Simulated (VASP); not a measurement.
# Fe: single point with b88 exchange, pbe correlation

The system is Fe.

```
CELL_PARAMETERS angstrom
-1.41354 1.41354 1.41354
1.41354 -1.41354 1.41354
1.41354 1.41354 -1.41354
ATOMIC_POSITIONS crystal
Fe 0.00000 0.00000 0.00000
```

```
Program                : VASP 6.6.1
Task                   : single point
Functional             : b88 exchange, pbe correlation
Potentials or basis    : VASP PAW PBE potentials, release 64 (Fe)
Cutoff                 : 600 eV
k mesh                 : 13 × 13 × 13
Occupations            : fermi-dirac, width 0.05 eV
Spin                   : collinear spin, ferromagnetic start
Starting moments       : [3.0] μB
Dipole correction      : no
Further INCAR settings : ALGO = Normal; EDIFF = 1e-06; NBANDS = 14
```

| Quantity | Value |
| --- | --- |
| Pressure | -0.5 GPa |
| Net moment | 2.12 μB per cell |
| Site moments | Fe +2.12 μB |
| Valence electrons inside the program's atomic spheres | Fe 7.29 |

Levels at points of the mesh, in eV from the Fermi level:
Spin up:
```
           k point  band 2  band 3  band 4  band 5  band 6  band 7  band 8  band 9
(0.00, 0.00, 0.00)   -2.30   -2.30   -2.30   -1.10   -1.10   25.13   25.13   25.13
```
Spin down:
```tsv
k point	band 1	band 2	band 3	band 4	band 5	band 6	band 7
(0.00, 0.00, 0.00)	-8.27	-0.49	-0.49	-0.49	1.62	1.62	24.88
```

Run time: 16 s on 1 thread of Intel(R) Xeon(R) 6975P-C (Granite Rapids) (shared host), peak memory 0.14 GiB.

Caveat: the PAW data sets were made with another functional, which shifts forces and pressure a little.
